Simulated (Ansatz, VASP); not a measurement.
**One calculation of TiAl, two programs**

File POSCAR:

```
TiAl
1.0
    2.8685970563      0.0000000000      0.0000000000
   -1.4342985281      2.4842779240      0.0000000000
    0.0000000000      0.0000000000      4.6338675650
Ti Al
1 1
Direct
    0.0000000000      0.0000000000      0.0000000000
    0.3333333333      0.6666666667      0.5000000000
```

INCAR.step1

```
SYSTEM = TiAl
ALGO = Normal
EDIFF = 1E-4
ENCUT = 520
GGA = PE
ISMEAR = 0
LASPH = .TRUE.
LCHARG = .FALSE.
LREAL = .FALSE.
LWAVE = .TRUE.
NBANDS = 14
NELM = 100
PREC = Accurate
SIGMA = 0.15
```

Contents of INCAR.step2:

```
SYSTEM = TiAl
ALGO = Normal
EDIFF = 1E-6
ENCUT = 520
ISIF = 2
ISMEAR = 0
ISTART = 1
LASPH = .TRUE.
LCHARG = .TRUE.
LELF = .TRUE.
LMIXTAU = .TRUE.
LREAL = .FALSE.
LVHAR = .TRUE.
LWAVE = .FALSE.
METAGGA = R2SCAN
NBANDS = 14
NELM = 100
PREC = Accurate
SIGMA = 0.15
```

KPOINTS

```
k-points
0
G
  12 12 8
  0 0 0
```

Input for Ansatz:

```yaml
crystal:
  lattice:
    - [2.8685970563, 0.0, 0.0]
    - [-1.4342985281, 2.484277924, 0.0]
    - [0.0, 0.0, 4.633867565]
  atoms:
    - { symbol: Ti, position: [0.0, 0.0, 0.0] }
    - { symbol: Al, position: [0.3333333333, 0.6666666667, 0.5] }
basis:
  ecutwfc: 500
kpoints:
  mp_grid: { grid: [12, 12, 8] }
hamiltonian:
  xc: r2scan
scf:
  occupations: { method: gaussian, width: 0.15 }
output:
  forces: true
  stress: true
  eigenvalues: true
  write_density: true
  write_potential: true
  elf: true
  volumetric_format: npy
```

Alike in both runs: task single point; functional r2SCAN; k mesh 12 × 12 × 8; occupations gaussian, width 0.15 eV; no spin polarisation.

|  | VASP | Ansatz |
| --- | --- | --- |
| version | VASP 6.6.1 | Ansatz 0.2.0 |
| potentials or method | VASP PAW PBE potentials, release 64 (Ti_sv, Al), cutoff 520 eV | scalar-relativistic, plane waves, PAW |
| valence electrons in the cell | 15 | 15 |

```tsv
	VASP	Ansatz	Ansatz less VASP
gap on the k mesh at the Fermi level (eV)	none	none	-
pressure (GPa)	0.1	0.0	-0.09
traceless stress, the component that is largest in VASP (GPa)	-0.18	-0.18	-0.002
```

VASP's potentials were made for PBE, not for r2SCAN. A gap of «none» marks a metal or a gap that the smearing closes.
